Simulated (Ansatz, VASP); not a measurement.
# BN in VASP and in Ansatz

```
B N
1.0
     2.50435    0.00000    0.00000
    -1.25217    2.16883    0.00000
     0.00000    0.00000    7.26476
B N
2 2
Cartesian
  0.0000 1.4459 1.8162
  1.2522 0.7229 5.4486
  0.0000 1.4459 5.4486
  1.2522 0.7229 1.8162
```

Change from the starting cell: strain +0.0350 x Voigt [0, 0, 1, 0, 0, 0], atoms carried along.

Alike in both runs: task single point; functional PBEsol; k mesh 12 × 12 × 4; occupations gaussian, width 0.05 eV; no spin polarisation.

```csv
,VASP,Ansatz
version,VASP 6.6.1,Ansatz 0.2.0
potentials or method,"VASP PAW PBE potentials, release 64 (B, N), cutoff 520 eV","scalar-relativistic, plane waves, PAW"
valence electrons in the cell,16,16
```

```tsv
	VASP	Ansatz	Ansatz less VASP
gap on the k mesh at the Fermi level (eV)	4.32	4.33	+0.010
least direct gap on the mesh (eV)	4.60	4.61	+0.007
pressure (GPa)	0.2	-0.1	-0.28
traceless stress, the component that is largest in VASP (GPa)	-0.52	-0.11	+0.410
```

VASP's potentials were made for PBE, not for PBEsol.
